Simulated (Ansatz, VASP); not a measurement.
**CuO: VASP beside Ansatz**

```
Cu O
1.0
     3.17550    0.00000    0.00000
     0.00000    3.17550    0.00000
     0.00000    0.00000    4.64953
Cu O
2 2
Direct
  0.00000 0.00000 0.00000
  0.50000 0.50000 0.00000
  0.50000 0.00000 0.26700
  0.00000 0.50000 0.73300
```

Alike in both runs: functional LDA; k mesh 8 × 8 × 6; occupations fermi-dirac, width 0.05 eV; no spin polarisation.

|  | VASP | Ansatz |
| --- | --- | --- |
| version | VASP 6.6.1 | Ansatz 0.2.0 |
| potentials or method | VASP PAW LDA potentials, release 64 (Cu, O) | Ansatz PAW |
| plane-wave cutoff (eV) | 520 | 420 |
| valence electrons in the cell | 34 | 50 |
| task | single point | density of states |

```csv
,VASP,Ansatz,Ansatz less VASP
gap on the k mesh at the Fermi level (eV),none,none,-
pressure (GPa),4.6,3.9,-0.76
"traceless stress, the component that is largest in VASP (GPa)",-22.95,-22.70,+0.254
rms of the force components (eV/Å),0.660,0.695,+0.0351
```

LDA's correlation is that of Perdew and Zunger in VASP and of Perdew and Wang (1992) in Ansatz. Atom by atom the forces differ by 0.035 eV/Å (rms over components). A gap of «none» marks a metal or a gap that the smearing closes. VASP's potentials hold 34 valence electrons a cell and Ansatz's 50, so a difference there can come from the potentials and not from the codes.
